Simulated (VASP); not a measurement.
# WSe2 in VASP: a series of runs

WSe2 is run at these levels: PBEsol; tasks: single point.

All numbers are computed with VASP 6.6.1; they aren't measurements. Logs are shortened: lines on timing, memory, paths and dates and some standing lists are left out, and cuts for length are marked.

## Step 1: The cell of the first run

The cell holds a slab with vacuum, 3 atoms: a = 3.214 Å, b = 3.214 Å, c = 17.751 Å, α = 90.00°, β = 90.00°, γ = 120.00°.

## Step 2: Single point, PBEsol

The input, INCAR:

```
SYSTEM = WSe2
ALGO     = Normal         ! electronic algorithm
EDIFF    = 1E-6           ! SCF threshold, eV
ENCUT    = 520            ! plane-wave cutoff, eV
GGA      = PS             ! functional
ISIF     = 2              ! what is computed and relaxed
ISMEAR   = 0              ! smearing method
LASPH    = .TRUE.         ! aspherical terms in the spheres
LCHARG   = .FALSE.        ! write CHGCAR
LREAL    = .FALSE.        ! projectors in reciprocal space
LWAVE    = .FALSE.        ! write WAVECAR
NBANDS   = 20             ! bands
NELM     = 60             ! most SCF steps
PREC     = Accurate       ! precision mode
SIGMA    = 0.05           ! smearing width, eV
```

The input, KPOINTS:

```
k-points
0
G
  12 12 2
  0 0 0
```

The input, POSCAR:

```
WSe2
1.0
    3.2141833824      0.0000000000      0.0000000000
   -1.6070916912      2.7835644616      0.0000000000
    0.0000000000      0.0000000000     17.7509538231
W Se
1 2
Direct
    0.0000000000      0.0000000000      0.0000000000
    0.3333333333      0.6666666667      0.0997865200
    0.3333333333      0.6666666667      0.9002134800
```

Potentials or basis: VASP PAW PBE potentials, release 64 (W_sv, Se).

Command:

```
cat potpaw_PBE.64/W_sv/POTCAR potpaw_PBE.64/Se/POTCAR > POTCAR
mpirun -np 1 vasp_std > vasp.out
```

OUTCAR:

```text
SYSTEM = WSe2
   EDIFF = 1E-6
   ENCUT = 520
   GGA = PS
   ISIF = 2
   ISMEAR = 0
   LASPH = .TRUE.
   LREAL = .FALSE.
   NELM = 60
   PREC = Accurate

 ion  position               nearest neighbor table
   1  0.000  0.000  0.000-   2 2.57   3 2.57   2 2.57   3 2.57   2 2.57   3 2.57
   2  0.333  0.667  0.100-   1 2.57   1 2.57   1 2.57
   3  0.333  0.667  0.900-   1 2.57   1 2.57   1 2.57

  LATTYP: Found a hexagonal cell.
 ALAT       =     3.2141833824
 C/A-ratio  =     5.5226947909

  Lattice vectors:

 A1 = (   3.2141833824,   0.0000000000,   0.0000000000)
 A2 = (  -1.6070916912,   2.7835644616,   0.0000000000)
 A3 = (   0.0000000000,   0.0000000000,  17.7509538231)

Analysis of symmetry for initial positions (statically):
=====================================================================
 Subroutine PRICEL returns:
 Original cell was already a primitive cell.

 Routine SETGRP: Setting up the symmetry group for a
 hexagonal supercell.

 Subroutine GETGRP returns: Found 12 space group operations
 (whereof 12 operations were pure point group operations)
 out of a pool of 24 trial point group operations.

The static configuration has the point symmetry D_3h.

Analysis of symmetry for dynamics (positions and initial velocities):
=====================================================================
 Subroutine PRICEL returns:
 Original cell was already a primitive cell.

 Routine SETGRP: Setting up the symmetry group for a
 hexagonal supercell.

 Subroutine GETGRP returns: Found 12 space group operations
 (whereof 12 operations were pure point group operations)
 out of a pool of 24 trial point group operations.

The dynamic configuration has the point symmetry D_3h.

 Subroutine INISYM returns: Found 12 space group operations
 (whereof 12 operations are pure point group operations),
 and found     1 'primitive' translations

----------------------------------------------------------------------------------------

                                     Primitive cell

  volume of cell :     158.8158

  direct lattice vectors                    reciprocal lattice vectors
     3.214183382  0.000000000  0.000000000     0.311121016  0.179625802  0.000000000
    -1.607091691  2.783564462  0.000000000     0.000000000  0.359251605  0.000000000
     0.000000000  0.000000000 17.750953823     0.000000000  0.000000000  0.056335001

  length of vectors
     3.214183382  3.214183382 17.750953823     0.359251605  0.359251605  0.056335001

  position of ions in fractional coordinates (direct lattice)
     0.000000000  0.000000000  0.000000000
     0.333333333  0.666666667  0.099786520
     0.333333333  0.666666667  0.900213480

  ion indices of the primitive-cell ions
   primitive index   ion index
                 1           1
                 2           2
                 3           3

----------------------------------------------------------------------------------------

 KPOINTS: k-points

Automatic generation of k-mesh.
 Grid dimensions read from file:
 generate k-points for:   12   12    2

 Generating k-lattice:

  Cartesian coordinates                     Fractional coordinates (reciprocal lattice)
     0.025926751  0.014968817  0.000000000     0.083333333  0.000000000  0.000000000
     0.000000000  0.029937634  0.000000000     0.000000000  0.083333333  0.000000000
     0.000000000  0.000000000  0.028167500     0.000000000  0.000000000  0.500000000

  Length of vectors
     0.029937634  0.029937634  0.028167500

  Shift w.r.t. Gamma in fractional coordinates (k-lattice)
     0.000000000  0.000000000  0.000000000

 Subroutine IBZKPT returns following result:
 ===========================================

 Found     38 irreducible k-points:

 Following reciprocal coordinates:
            Coordinates               Weight
  0.000000  0.000000  0.000000      1.000000
  0.083333 -0.000000  0.000000      6.000000
  0.166667 -0.000000  0.000000      6.000000
  0.250000 -0.000000  0.000000      6.000000
  0.333333 -0.000000  0.000000      6.000000
  0.416667  0.000000  0.000000      6.000000
[... 16 lines left out ...]
  0.250000 -0.000000  0.500000      6.000000
  0.333333 -0.000000  0.500000      6.000000
 [... further k-points ...]
   k-points           NKPTS =     38   k-points in BZ     NKDIM =     38   number of bands    NBANDS=     20
   number of dos      NEDOS =    301   number of ions     NIONS =      3
   total plane-waves  NPLWV =  80640
   dimension x,y,z NGX =    24 NGY =   24 NGZ =  140
   dimension x,y,z NGXF=    48 NGYF=   48 NGZF=  280
   ions per type =               1   2
   NGX,Y,Z   is equivalent  to a cutoff of  12.41, 12.41, 13.11 a.u.
   NGXF,Y,Z  is equivalent  to a cutoff of  24.83, 24.83, 26.22 a.u.
 SYSTEM =  WSe2
   PREC   = accura    normal or accurate (medium, high low for compatibility)
   ISTART =      0    job   : 0-new  1-cont  2-samecut
   ICHARG =      2    charge: 1-file 2-atom 10-const
   ISPIN  =      1    spin polarized calculation?
   LNONCOLLINEAR =      F non collinear calculations
   LSORBIT =      F    spin-orbit coupling
   LASPH  =      T    aspherical Exc in radial PAW
   ENCUT  =  520.0 eV  38.22 Ry    6.18 a.u.   5.98  5.98 33.01*2*pi/ulx,y,z
   NELM   =     60;   NELMIN=  2; NELMDL= -5     # of ELM steps
   EDIFF  = 0.1E-05   stopping-criterion for ELM
   LREAL  =      F    real-space projection
   EDIFFG = 0.1E-04   stopping-criterion for IOM
   NSW    =      0    number of steps for IOM
   IBRION =     -1    ionic relax: 0-MD 1-quasi-New 2-CG
   NFREE  =      0    steps in history (QN), initial steepest desc. (CG)
   ISIF   =      2    stress and relaxation
   ISYM   =      2    0-nonsym 1-usesym 2-fastsym
   POTIM  = 0.5000    time-step for ionic-motion
   TEBEG  =    0.0;   TEEND  =   0.0 temperature during run
   PSTRESS=    0.0 pullay stress
   NELECT =      26.0000    total number of electrons
   NUPDOWN=      -1.0000    fix difference up-down
   EMIN   =  10.00;   EMAX   =-10.00  energy-range for DOS
   EFERMI =   0.00;   METHOD = LEGACY
   ISMEAR =     0;   SIGMA  =   0.05  broadening in eV -4-tet -1-fermi 0-gaus
   EFERMI_NEDOS =   21; number of points for ismear=-14 and -15
   IALGO  =     38    algorithm
   IMIX   =      4    mixing-type and parameters
     AMIX     =   0.40;   BMIX     =  1.00
     AMIX_MAG =   1.60;   BMIX_MAG =  1.00
  volume/ion in A,a.u.               =      52.94       357.25
  Fermi-wavevector in a.u.,A,eV,Ry     =   0.895574  1.692389 10.912587  0.802053
  Thomas-Fermi vector in A             =   2.017923
   LORBIT       =      0    0 simple, 1 ext, 2 COOP (PROOUT), +10 PAW based schemes
   GGA     = PS    functional components
   LHFCALC =     F    Hartree Fock is set to
   AEXX    =    0.0000 exact exchange contribution
   IVDW    =     0    specifies the selected vdW correction
   LEPSILON=     F    determine dielectric tensor
   LRPA    =     F    only Hartree local field effects (RPA)
 non-spin polarized calculation
 Gauss-broadening in eV      SIGMA  =   0.05
  energy-cutoff  :      520.00
  volume of cell :      158.82
 maximum number of plane-waves:      4344
 NGX is ok and might be reduce to    24

 number of electron      26.0000000 magnetization

 Free energy of the ion-electron system (eV)
  ---------------------------------------------------
  ext. energy  EPLUGINS =         0.00000000
  ---------------------------------------------------
  free energy    TOTEN  =       -23.11503414 eV

  energy without entropy =      -23.11503414  energy(sigma->0) =      -23.11503414

 E-fermi :  -0.5121     XC(G=0):  -4.7000

 val. band max:       -0.8310926162   @ k =   0.3333   0.3333   0.0000
 cond. band min:       0.4961294276   @ k =   0.1667   0.1667   0.0000
 fundamental gap:      1.3272220439
 Fermi energy:        -0.5121487548

 k-point     1 :       0.0000    0.0000    0.0000
  band No.  band energies     occupation
      1     -74.8137      2.00000
      2     -39.0893      2.00000
      3     -38.8595      2.00000
      4     -38.8595      2.00000
      5     -15.6828      2.00000
      6     -14.6346      2.00000
[... 12 lines left out ...]
     19       3.9419      0.00000
     20       4.4639      0.00000

 k-point     2 :       0.0833   -0.0000    0.0000
  band No.  band energies     occupation
      1     -74.8128      2.00000
      2     -39.0858      2.00000
      3     -38.8791      2.00000
      4     -38.8641      2.00000
      5     -15.5703      2.00000
      6     -14.5680      2.00000
[... 12 lines left out ...]
     19       4.0951      0.00000
     20       4.7673      0.00000

 k-point     3 :       0.1667   -0.0000    0.0000
  band No.  band energies     occupation
      1     -74.8102      2.00000
      2     -39.0760      2.00000
      3     -38.9321      2.00000
      4     -38.8767      2.00000
      5     -15.2458      2.00000
      6     -14.3765      2.00000
[... 12 lines left out ...]
     19       4.5163      0.00000
     20       5.2493      0.00000

 k-point     4 :       0.2500   -0.0000    0.0000
  band No.  band energies     occupation
      1     -74.8067      2.00000
      2     -39.0627      2.00000
      3     -39.0038      2.00000
      4     -38.8937      2.00000
      5     -14.7513      2.00000
      6     -14.0870      2.00000
[... 12 lines left out ...]
     19       5.1509      0.00000
     20       5.6574      0.00000

 k-point     5 :       0.3333   -0.0000    0.0000
  band No.  band energies     occupation
      1     -74.8032      2.00000
      2     -39.0746      2.00000
      3     -39.0494      2.00000
      4     -38.9107      2.00000
      5     -14.1700      2.00000
      6     -13.7551      2.00000
[... 12 lines left out ...]
     19       5.7735      0.00000
     20       5.8315      0.00000
[... 353 lines left out ...]
      6     -14.5680      2.00000
[... 12 lines left out ...]
     19       3.8874      0.00000
     20       5.2511      0.00000

 k-point    22 :       0.1667   -0.0000    0.5000
  band No.  band energies     occupation
      1     -74.8102      2.00000
      2     -39.0760      2.00000
      3     -38.9321      2.00000
      4     -38.8767      2.00000
      5     -15.2458      2.00000
      6     -14.3765      2.00000
[... 12 lines left out ...]
     19       4.3052      0.00000
     20       5.6548      0.00000

 k-point    23 :       0.2500   -0.0000    0.5000
  band No.  band energies     occupation
      1     -74.8067      2.00000
      2     -39.0627      2.00000
      3     -39.0038      2.00000
      4     -38.8937      2.00000
      5     -14.7513      2.00000
      6     -14.0870      2.00000
[... 12 lines left out ...]
     19       4.9572      0.00000
     20       6.0458      0.00000

 k-point    24 :       0.3333   -0.0000    0.5000
  band No.  band energies     occupation
      1     -74.8032      2.00000
      2     -39.0746      2.00000
      3     -39.0494      2.00000
      4     -38.9107      2.00000
      5     -14.1700      2.00000
      6     -13.7551      2.00000
[... 12 lines left out ...]
     19       5.7281      0.00000
     20       5.8600      0.00000

 [... further k-points ...]

------------------------ aborting loop because EDIFF is reached ----------------------------------------

  FORCE on cell =-STRESS in cart. coord.  units (eV):
  Direction    XX          YY          ZZ          XY          YZ          ZX
  --------------------------------------------------------------------------------------
  -------------------------------------------------------------------------------------
  Total        0.1233277      0.1233277     -4.2530061      0.0000000     -0.0000000      0.0000000
  in kB        1.2441639      1.2441639    -42.9054993      0.0000000     -0.0000000      0.0000000
  external PRESSURE =     -13.4723905 kB  Pullay stress =       0.0000000 kB

 VOLUME and BASIS-vectors are now :
 -----------------------------------------------------------------------------
  energy-cutoff  :      520.00
  volume of cell :      158.82
      direct lattice vectors                 reciprocal lattice vectors
     3.214183382  0.000000000  0.000000000     0.311121016  0.179625802  0.000000000
    -1.607091691  2.783564462  0.000000000     0.000000000  0.359251605  0.000000000
     0.000000000  0.000000000 17.750953823     0.000000000  0.000000000  0.056335001

 POSITION                                       TOTAL-FORCE (eV/Angst)
 -----------------------------------------------------------------------------------
      0.00000      0.00000      0.00000         0.000000      0.000000      0.000000
     -0.00000      1.85571      1.77131        -0.000000     -0.000000     -1.197821
     -0.00000      1.85571     15.97965        -0.000000      0.000000      1.197821
 -----------------------------------------------------------------------------------
    total drift:                                0.000000     -0.000000     -0.000000

  FREE ENERGIE OF THE ION-ELECTRON SYSTEM (eV)
  ---------------------------------------------------
  free  energy   TOTEN  =       -23.1150341378 eV

  energy  without entropy=      -23.1150341378  energy(sigma->0) =      -23.11503414
```

Run time: 3.9 min. Hardware: 1 thread of Intel Xeon 8259CL, shared host; peak memory 0.33 GiB.

What came out:

```
Free energy            : -23.1150 eV
Largest force          : 1.198 eV/Å
Band gap on the k mesh : 1.33 eV (least direct gap 2.01 eV)
```

Forces on the atoms (eV/Å):
```
W    0.000  0.000  0.000
Se   0.000  0.000 -1.198
Se   0.000  0.000  1.198
```

Caveat: the PAW data sets were made with another functional, which shifts forces and pressure a little; spin-orbit coupling is left out, which moves the levels of the heavy elements.

## Step 3: Single point, PBEsol

This run uses another cell than the first one, of the same volume but with other edges.

The input, INCAR:

```
SYSTEM = WSe2
PREC = Accurate
ENCUT = 520
EDIFF = 1E-6
ISMEAR = 0
SIGMA = 0.05
LREAL = .FALSE.
LASPH = .TRUE.
NELM = 80
ALGO = Normal
ISIF = 2
LWAVE = .FALSE.
LCHARG = .FALSE.
GGA = PS
NBANDS = 20
```

The input, KPOINTS:

```
Automatic mesh
0
G
  12 12 2
  0 0 0
```

The input, POSCAR:

```
WSe2
1.0
    3.3633944417      0.0000000000      0.0000000000
   -1.6816972209      2.9127850294      0.0000000000
    0.0000000000      0.0000000000     16.2109099311
W Se
1 2
Direct
    0.0000000000      0.0000000000      0.0000000000
    0.3333333333      0.6666666667      0.0997865200
    0.3333333333      0.6666666667      0.9002134800
```

Potentials or basis: VASP PAW PBE potentials, release 64 (W_sv, Se).

Command:

```
cat potpaw_PBE.64/W_sv/POTCAR potpaw_PBE.64/Se/POTCAR > POTCAR
mpirun -np 1 vasp_std > vasp.out
```

Run time: 4.9 min. Hardware: 1 thread of Intel Xeon 8259CL, shared host; peak memory 0.36 GiB.

Results (log left out):

* Free energy: -23.1616 eV
* Largest force: 0.435 eV/Å
* Band gap on the k mesh: 1.29 eV (least direct gap 1.30 eV)

Forces on the atoms (eV/Å):
```
W    0.000  0.000  0.000
Se   0.000  0.000  0.435
Se   0.000  0.000 -0.435
```

Levels at points of the mesh, in eV from the valence-band top:
```tsv
k point	band 9	band 10	band 11	band 12	band 13	band 14	band 15	band 16	band 17	band 18
(0.00, 0.00, 0.00)	-2.62	-1.80	-1.45	-1.45	0.00	2.87	2.87	3.18	3.18	4.26
(0.50, 0.00, 0.00)	-4.14	-3.12	-1.83	-1.13	-0.90	2.18	2.60	3.78	4.37	4.54
(0.00, 0.00, 0.50)	-2.62	-1.80	-1.45	-1.45	0.00	2.87	2.87	3.18	3.18	4.29
(0.50, 0.00, 0.50)	-4.14	-3.12	-1.83	-1.13	-0.90	2.18	2.60	3.78	4.37	4.54
```

Caveat: the PAW data sets were made with another functional, which shifts forces and pressure a little; spin-orbit coupling is left out, which moves the levels of the heavy elements.

[end of part 1 of 3]
